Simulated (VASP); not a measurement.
# MgO (scan) (Fm-3m) in VASP: notebook, part 2 of 2

VASP 6.6.1. Earlier steps stand in the parts before.

## (4) Single point, r2SCAN

POSCAR reads:

```
MgO
1.0
    0.0000000000      2.1085000000      2.1085000000
    2.1085000000      0.0000000000      2.1085000000
    2.1085000000      2.1085000000      0.0000000000
Mg O
1 1
Direct
    0.0000000000      0.0000000000      0.0000000000
    0.5000000000      0.5000000000      0.5000000000
```

INCAR.step1 reads:

```
SYSTEM = MgO
PREC = Accurate
ENCUT = 660
ISMEAR = 0
SIGMA = 0.1
LREAL = .False.
LASPH = .True.
NELM = 120
NBANDS = 15
GGA = PE
ALGO = Normal
EDIFF = 1E-5
LWAVE = .True.
LCHARG = .False.
GGA_COMPAT = .False.
```

INCAR.step2 reads:

```
SYSTEM = MgO
PREC = Accurate
ENCUT = 660
EDIFF = 1E-6
ISMEAR = 0
SIGMA = 0.1
LREAL = .False.
LASPH = .True.
NELM = 120
ALGO = Normal
ISIF = 2
LWAVE = .False.
LCHARG = .True.
METAGGA = R2SCAN
LMIXTAU = .True.
LELF = .True.
LVHAR = .True.
NBANDS = 15
ISTART = 1
GGA_COMPAT = .False.
```

KPOINTS reads:

```
regular mesh
0
Gamma
  8 8 8
  0 0 0
```

Potentials or basis: VASP PAW PBE potentials, release 64 (Mg_sv, O).

Command:

```bash
> cat potpaw_PBE.64/Mg_sv/POTCAR potpaw_PBE.64/O/POTCAR > POTCAR
> cp INCAR.step1 INCAR
> mpirun -np 1 vasp_std > vasp.out
> cp INCAR.step2 INCAR
> mpirun -np 1 vasp_std > vasp.out
```

OUTCAR:

```text
SYSTEM = MgO
   PREC = Accurate
   ENCUT = 660
   EDIFF = 1E-6
   ISMEAR = 0
   LREAL = .False.
   LASPH = .True.
   NELM = 120
   ISIF = 2
   METAGGA = R2SCAN
   ISTART = 1

 ion  position               nearest neighbor table
   1  0.000  0.000  0.000-   2 2.11   2 2.11   2 2.11   2 2.11   2 2.11   2 2.11
   2  0.500  0.500  0.500-   1 2.11   1 2.11   1 2.11   1 2.11   1 2.11   1 2.11

  LATTYP: Found a face centered cubic cell.
 ALAT       =     4.2170000000

  Lattice vectors:

 A1 = (   0.0000000000,   2.1085000000,   2.1085000000)
 A2 = (   2.1085000000,   0.0000000000,   2.1085000000)
 A3 = (   2.1085000000,   2.1085000000,   0.0000000000)

Analysis of symmetry for initial positions (statically):
=====================================================================
 Subroutine PRICEL returns:
 Original cell was already a primitive cell.

 Routine SETGRP: Setting up the symmetry group for a
 face centered cubic supercell.

 Subroutine GETGRP returns: Found 48 space group operations
 (whereof 48 operations were pure point group operations)
 out of a pool of 48 trial point group operations.

The static configuration has the point symmetry O_h .

Analysis of symmetry for dynamics (positions and initial velocities):
[... 170 lines left out ...]
      2     -37.5922      2.00000
      3     -37.5922      2.00000
      4     -37.5922      2.00000
      5     -15.6845      2.00000
      6       2.4851      2.00000
      7       2.4851      2.00000
      8       2.4851      2.00000
      9       8.1060      0.00000
     10      19.3240      0.00000
     11      19.3240      0.00000
     12      19.3240      0.00000
     13      23.4218      0.00000
     14      25.2462      0.00000
[... 401 lines left out ...]
      2     -37.6622      2.00000
      3     -37.6203      2.00000
      4     -37.6073      2.00000
      5     -14.2879      2.00000
      6      -1.4797      2.00000
      7       0.5601      2.00000
      8       1.4855      2.00000
      9      13.1088      0.00000
     10      15.8152      0.00000
     11      17.1939      0.00000
     12      20.6319      0.00000
     13      24.2582      0.00000
     14      26.0006      0.00000
     15      30.2597      0.00000

 [... further k-points ...]
[... 5 lines left out ...]
  --------------------------------------------------------------------------------------
  -------------------------------------------------------------------------------------
  Total       -0.1865141     -0.1865141     -0.1865141      0.0000000     -0.0000000      0.0000000
  in kB      -15.9393797    -15.9393797    -15.9393797      0.0000000     -0.0000000      0.0000000
  external PRESSURE =     -15.9393797 kB  Pullay stress =       0.0000000 kB

 VOLUME and BASIS-vectors are now :
 -----------------------------------------------------------------------------
  energy-cutoff  :      660.00
  volume of cell :       18.75
      direct lattice vectors                 reciprocal lattice vectors
     0.000000000  2.108500000  2.108500000    -0.237135404  0.237135404  0.237135404
     2.108500000  0.000000000  2.108500000     0.237135404 -0.237135404  0.237135404
     2.108500000  2.108500000  0.000000000     0.237135404  0.237135404 -0.237135404

 POSITION                                       TOTAL-FORCE (eV/Angst)
 -----------------------------------------------------------------------------------
      0.00000      0.00000      0.00000         0.000000      0.000000      0.000000
      2.10850      2.10850      2.10850        -0.000000     -0.000000     -0.000000
 -----------------------------------------------------------------------------------
    total drift:                                0.000000      0.000000      0.000000

  FREE ENERGIE OF THE ION-ELECTRON SYSTEM (eV)
  ---------------------------------------------------
  free  energy   TOTEN  =       -16.1732936620 eV

  energy  without entropy=      -16.1732936620  energy(sigma->0) =      -16.17329366
```

OUTCAR.step1:

```text
SYSTEM = MgO
   PREC = Accurate
   ENCUT = 660
   ISMEAR = 0
   LREAL = .False.
   LASPH = .True.
[... 654 lines left out ...]
      0.00000      0.00000      0.00000        -0.000000      0.000000      0.000000
      2.10850      2.10850      2.10850         0.000000     -0.000000     -0.000000
 -----------------------------------------------------------------------------------
    total drift:                                0.000000      0.000000      0.000000

  FREE ENERGIE OF THE ION-ELECTRON SYSTEM (eV)
  ---------------------------------------------------
  free  energy   TOTEN  =       -11.8879874107 eV

  energy  without entropy=      -11.8879874107  energy(sigma->0) =      -11.88798741
```

Wall time 52 s (1 thread of Intel Xeon Platinum 8488C (Sapphire Rapids), shared host); peak memory 0.16 GiB.

Results:

```yaml
Free_energy: -16.1733 eV
Pressure: -1.6 GPa
Band_gap_on_the_k_mesh: 5.62 eV, direct
```

Caveat: the PAW data sets were made with another functional, which shifts forces and pressure a little.

## (5) The runs side by side

| task | potentials or basis | cell | k mesh | cutoff (eV) | smearing | second run | gap on the mesh (eV) | pressure (GPa) |
| --- | --- | --- | --- | --- | --- | --- | --- | --- |
| relaxation of cell and atoms | VASP PAW PBE potentials, release 64 (Mg, O) | relaxed from a = 2.982 Å, angles 60.0°, 2 atoms | 10 × 10 × 10 | 600 | gaussian 0.02 eV | - | 5.75 | 0.0 |
| single point | VASP PAW PBE potentials, release 64 (Mg_sv, O) | a = 2.973 Å, angles 60.0°, 2 atoms | 10 × 10 × 10 | 660 | gaussian 0.02 eV | valence_matched | 5.71 | -0.2 |
| single point | VASP PAW PBE potentials, release 64 (Mg_sv, O) | a = 2.982 Å, angles 60.0°, 2 atoms | 8 × 8 × 8 | 660 | gaussian 0.1 eV | valence_matched | 5.62 | -1.6 |

Alike in all rows: level r2SCAN; no spin polarisation.

Caveats: the PAW data sets were made with another functional, which shifts forces and pressure a little.

Total energies depend on the potentials used, so only differences within one code and one set of settings carry meaning.

## (6) How close it comes

Step 3. Measured gap of MgO: 7.83 eV (quoted in “Electronic structure of alkaline earth and post-transition metal oxides”, 2009, arxiv:0908.1581). This calculation gives 5.71 eV (-2.12 eV). The value is that of r2SCAN, without temperature or zero-point motion.

Step 4. A measured gap of MgO is 7.83 eV (quoted in “Electronic structure of alkaline earth and post-transition metal oxides”, 2009, arxiv:0908.1581); the calculated 5.62 eV misses it by -2.21 eV. The value is that of r2SCAN, without temperature or zero-point motion.
